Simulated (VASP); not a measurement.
# Cu3Ni2 (P6_3/mmc) in VASP: single point with r2SCAN

Aim: the single point of Cu3Ni2 with r2SCAN.

Program: VASP 6.6.1. These are calculated values, not measurements. Logs are shortened: lines on timing, memory, paths and dates and some standing lists are left out, and cuts for length are marked.

## (1) The cell of the first run

The structure is hexagonal, space group P6_3/mmc (No. 194). Conventional cell: a = 2.518 Å, b = 2.518 Å, c = 20.859 Å, α = 90.00°, β = 90.00°, γ = 120.00°. Cu (site symmetry 3m) has 9 Cu at 2.52 to 2.58 Å and 3 Ni at 2.53 Å within 3.3 Å. Cu (site symmetry -6m2) has 6 Cu at 2.52 Å and 6 Ni at 2.54 Å within 3.3 Å. Ni (site symmetry 3m) has 6 Ni at 2.52 Å and 6 Cu at 2.53 to 2.54 Å within 3.3 Å.

## (2) Single point, r2SCAN

The input, POSCAR:

```
Cu3Ni2
1.0
    2.5181088413      0.0000000000      0.0000000000
   -1.2590544206      2.1807462261      0.0000000000
    0.0000000000      0.0000000000     20.8588399205
Cu Ni
6 4
Direct
    0.3333333333      0.6666666667      0.9490398866
    0.3333333333      0.6666666667      0.5509601134
    0.3333333333      0.6666666667      0.7500000000
    0.6666666667      0.3333333333      0.0509601134
    0.6666666667      0.3333333333      0.2500000000
    0.6666666667      0.3333333333      0.4490398866
    0.3333333333      0.6666666667      0.1503428780
    0.3333333333      0.6666666667      0.3496571220
    0.6666666667      0.3333333333      0.6503428780
    0.6666666667      0.3333333333      0.8496571220
```

The input, INCAR.step1:

```
SYSTEM = Cu3Ni2
PREC = Accurate ; ENCUT = 520
ISMEAR = 0 ; SIGMA = 0.1
LREAL = .False. ; LASPH = .True.
NELM = 100 ; NBANDS = 64
GGA = PE ; ALGO = Normal
EDIFF = 1E-4 ; LWAVE = .True.
LCHARG = .False.
```

The input, INCAR.step2:

```
SYSTEM = Cu3Ni2
PREC = Accurate ; ENCUT = 520
EDIFF = 1E-6 ; ISMEAR = 0
SIGMA = 0.1 ; LREAL = .False.
LASPH = .True. ; NELM = 100
ALGO = Normal ; ISIF = 2
LWAVE = .False. ; LCHARG = .False.
METAGGA = R2SCAN ; LMIXTAU = .True.
NBANDS = 64 ; ISTART = 1
```

The input, KPOINTS:

```
regular mesh
0
Gamma
  18 18 2
  0 0 0
```

Potentials or basis: VASP PAW PBE potentials, release 64 (Cu, Ni).

On the command line:

```sh
cat potpaw_PBE.64/Cu/POTCAR potpaw_PBE.64/Ni/POTCAR > POTCAR
cp INCAR.step1 INCAR
mpirun -np 1 vasp_std > vasp.out
cp INCAR.step2 INCAR
mpirun -np 1 vasp_std > vasp.out
```

OUTCAR:

```text
SYSTEM = Cu3Ni2
   PREC = Accurate
   ENCUT = 520
   EDIFF = 1E-6
   ISMEAR = 0
   LREAL = .False.
   LASPH = .True.
   NELM = 100
   ISIF = 2
   METAGGA = R2SCAN
   ISTART = 1

 ion  position               nearest neighbor table
   1  0.333  0.667  0.949-  10 2.53  10 2.53  10 2.53   4 2.58   4 2.58   4 2.58
   2  0.333  0.667  0.551-   9 2.53   9 2.53   9 2.53   6 2.58   6 2.58   6 2.58
   3  0.333  0.667  0.750-   9 2.54  10 2.54   9 2.54  10 2.54   9 2.54  10 2.54
   4  0.667  0.333  0.051-   7 2.53   7 2.53   7 2.53   1 2.58   1 2.58   1 2.58
   5  0.667  0.333  0.250-   7 2.54   8 2.54   7 2.54   8 2.54   7 2.54   8 2.54
   6  0.667  0.333  0.449-   8 2.53   8 2.53   8 2.53   2 2.58   2 2.58   2 2.58
   7  0.333  0.667  0.150-   4 2.53   4 2.53   4 2.53   5 2.54   5 2.54   5 2.54
   8  0.333  0.667  0.350-   6 2.53   6 2.53   6 2.53   5 2.54   5 2.54   5 2.54
   9  0.667  0.333  0.650-   2 2.53   2 2.53   2 2.53   3 2.54   3 2.54   3 2.54
  10  0.667  0.333  0.850-   1 2.53   1 2.53   1 2.53   3 2.54   3 2.54   3 2.54

  LATTYP: Found a hexagonal cell.
 ALAT       =     2.5181088413
 C/A-ratio  =     8.2835338880

  Lattice vectors:

 A1 = (   2.5181088413,   0.0000000000,   0.0000000000)
 A2 = (  -1.2590544206,   2.1807462261,   0.0000000000)
 A3 = (   0.0000000000,   0.0000000000,  20.8588399205)

Analysis of symmetry for initial positions (statically):
=====================================================================
 Subroutine PRICEL returns:
 Original cell was already a primitive cell.

 Routine SETGRP: Setting up the symmetry group for a
 hexagonal supercell.

 Subroutine GETGRP returns: Found 24 space group operations
 (whereof 12 operations were pure point group operations)
 out of a pool of 24 trial point group operations.

The static configuration has the point symmetry D_3d.
 The point group associated with its full space group is D_6h.

Analysis of symmetry for dynamics (positions and initial velocities):
=====================================================================
 Subroutine PRICEL returns:
 Original cell was already a primitive cell.

 Routine SETGRP: Setting up the symmetry group for a
 hexagonal supercell.

 Subroutine GETGRP returns: Found 24 space group operations
 (whereof 12 operations were pure point group operations)
 out of a pool of 24 trial point group operations.
[... 124 lines left out ...]
   ISIF   =      2    stress and relaxation
   ISYM   =      2    0-nonsym 1-usesym 2-fastsym
   POTIM  = 0.5000    time-step for ionic-motion
   TEBEG  =    0.0;   TEEND  =   0.0 temperature during run
   PSTRESS=    0.0 pullay stress
   NELECT =     106.0000    total number of electrons
   NUPDOWN=      -1.0000    fix difference up-down
   EMIN   =  10.00;   EMAX   =-10.00  energy-range for DOS
   EFERMI =   0.00;   METHOD = LEGACY
   ISMEAR =     0;   SIGMA  =   0.10  broadening in eV -4-tet -1-fermi 0-gaus
   EFERMI_NEDOS =   21; number of points for ismear=-14 and -15
   IALGO  =     38    algorithm
   IMIX   =      4    mixing-type and parameters
     AMIX     =   0.40;   BMIX     =  1.00
     AMIX_MAG =   1.60;   BMIX_MAG =  1.00
  volume/ion in A,a.u.               =      11.45        77.30
  Fermi-wavevector in a.u.,A,eV,Ry     =   1.595341  3.014757 34.628363  2.545113
  Thomas-Fermi vector in A             =   2.693275
   LORBIT       =      0    0 simple, 1 ext, 2 COOP (PROOUT), +10 PAW based schemes
   METAGGA = R2SCAN    functional components
   LHFCALC =     F    Hartree Fock is set to
   AEXX    =    0.0000 exact exchange contribution
   IVDW    =     0    specifies the selected vdW correction
   LEPSILON=     F    determine dielectric tensor
   LRPA    =     F    only Hartree local field effects (RPA)
 non-spin polarized calculation
 Gauss-broadening in eV      SIGMA  =   0.10
  energy-cutoff  :      520.00
  volume of cell :      114.54
 maximum number of plane-waves:      3125
 NGX is ok and might be reduce to    20
   NGX =  9   NGY =  9   NGZ = 77

 number of electron     105.9999978 magnetization

 Free energy of the ion-electron system (eV)
  ---------------------------------------------------
  ext. energy  EPLUGINS =         0.00000000
  ---------------------------------------------------
  free energy    TOTEN  =      -112.23363381 eV

  energy without entropy =     -112.19664298  energy(sigma->0) =     -112.21513839

 E-fermi :   7.8454     XC(G=0): -13.9531

 val. band max:        7.8325880223   @ k =   0.4444   0.0000   0.0000
 cond. band min:       7.8627643404   @ k =   0.1111   0.0000   0.0000
 fundamental gap:      0.0301763182
 Fermi energy:         7.8454361656

 k-point     1 :       0.0000    0.0000    0.0000
  band No.  band energies     occupation
      1      -1.5103      2.00000
      2      -1.2366      2.00000
      3      -1.0087      2.00000
      4      -0.1849      2.00000
      5       0.1403      2.00000
      6       1.3474      2.00000
[... 1597 lines left out ...]
     63      14.6699      0.00000
     64      14.6984      0.00000

 [... further k-points ...]

------------------------ aborting loop because EDIFF is reached ----------------------------------------

  FORCE on cell =-STRESS in cart. coord.  units (eV):
  Direction    XX          YY          ZZ          XY          YZ          ZX
  --------------------------------------------------------------------------------------
  -------------------------------------------------------------------------------------
  Total       -4.7999568     -4.7999568     -4.7779342     -0.0000000      0.0000000      0.0000000
  in kB      -67.1395044    -67.1395044    -66.8314635     -0.0000000      0.0000000      0.0000000
  external PRESSURE =     -67.0368241 kB  Pullay stress =       0.0000000 kB

 VOLUME and BASIS-vectors are now :
 -----------------------------------------------------------------------------
  energy-cutoff  :      520.00
  volume of cell :      114.54
      direct lattice vectors                 reciprocal lattice vectors
     2.518108841  0.000000000  0.000000000     0.397123422  0.229279315  0.000000000
    -1.259054421  2.180746226  0.000000000     0.000000000  0.458558629  0.000000000
     0.000000000  0.000000000 20.858839920     0.000000000  0.000000000  0.047941305

 POSITION                                       TOTAL-FORCE (eV/Angst)
 -----------------------------------------------------------------------------------
     -0.00000      1.45383     19.79587        -0.000000     -0.000000     -0.029925
     -0.00000      1.45383     11.49239        -0.000000     -0.000000      0.029925
     -0.00000      1.45383     15.64413        -0.000000     -0.000000     -0.000000
      1.25905      0.72692      1.06297         0.000000     -0.000000      0.029925
      1.25905      0.72692      5.21471         0.000000     -0.000000     -0.000000
      1.25905      0.72692      9.36645         0.000000     -0.000000     -0.029925
     -0.00000      1.45383      3.13598        -0.000000     -0.000000     -0.000348
     -0.00000      1.45383      7.29344        -0.000000      0.000000      0.000348
      1.25905      0.72692     13.56540         0.000000     -0.000000     -0.000348
      1.25905      0.72692     17.72286        -0.000000      0.000000      0.000348
 -----------------------------------------------------------------------------------
    total drift:                               -0.000000      0.000000     -0.000000

  FREE ENERGIE OF THE ION-ELECTRON SYSTEM (eV)
  ---------------------------------------------------
  free  energy   TOTEN  =      -112.2336338067 eV

  energy  without entropy=     -112.1966429824  energy(sigma->0) =     -112.21513839
```

It took 55 min on 1 thread of Oxide Virtual Turin-like, shared host; peak memory 0.5 GiB.

Results:

- Free energy: -112.2336 eV
- Pressure: -6.7 GPa
- Largest force: 0.030 eV/Å
- Band gap on the k mesh: zero (bands 53 and 54 overlap by 4.96 eV)

Forces on the atoms (eV/Å):
```
Cu   0.000  0.000 -0.030
Cu   0.000  0.000  0.030
Cu   0.000  0.000  0.000
Cu   0.000  0.000  0.030
Cu   0.000  0.000  0.000
Cu   0.000  0.000 -0.030
Ni   0.000  0.000  0.000
Ni   0.000  0.000  0.000
Ni   0.000  0.000  0.000
Ni   0.000  0.000  0.000
```

Caveat: the cell stands under tension; the PAW data sets were made with another functional, which shifts forces and pressure a little.
